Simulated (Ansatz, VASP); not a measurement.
**CdF2: VASP beside Ansatz**

```
Cd F
1.0
     0.00000    2.60886    2.40797
     2.60886    0.00000    2.40797
     2.60886    2.60886    0.00000
Cd F
1 2
Cartesian
  0.0000 0.0000 0.0000
  1.3044 1.3044 1.2040
  3.9133 3.9133 3.6120
```

Alike in both runs: task single point; functional PBEsol; k mesh 8 × 8 × 8; occupations gaussian, width 0.05 eV; no spin polarisation.

```csv
,VASP,Ansatz
version,VASP 6.6.1,Ansatz 0.2.0
potentials or method,"VASP PAW PBE potentials, release 64 (Cd_sv_GW, F), cutoff 700 eV","scalar-relativistic, plane waves, PAW"
valence electrons in the cell,34,34
```

VASP gave:

```
gap on the k mesh at the Fermi level (eV) : 3.38
least direct gap on the mesh (eV)         : 3.61
```

Which values does Ansatz return?

gap on the k mesh at the Fermi level (eV): 3.39; least direct gap on the mesh (eV): 3.62.

VASP's potentials were made for PBE, not for PBEsol.
